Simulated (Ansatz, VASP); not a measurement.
## Se: VASP beside Ansatz

```
Se
1.0
     2.81056    0.00000    0.00000
     0.00000    2.81056    0.00000
     0.00000    0.00000    2.81056
Se
1
Direct
  0.00000 0.00000 0.00000
```

Alike in both runs: task electric field gradients; functional PBEsol; k mesh 12 × 12 × 12; occupations fermi-dirac, width 0.03 eV; no spin polarisation.

|  | VASP | Ansatz |
| --- | --- | --- |
| version | VASP 6.6.1 | Ansatz 0.2.0 |
| potentials or method | VASP PAW PBE potentials, release 64 (Se), cutoff 520 eV | all-electron PAW with datasets made for the crystal, scalar-relativistic |

VASP gave:

```
pressure (GPa) : -1.8
```

Q: What did Ansatz give for the same quantities?

A: Pressure (GPa): -1.9.

VASP's potentials were made for PBE, not for PBEsol. Ansatz ran all-electron here, and VASP with PAW potentials.
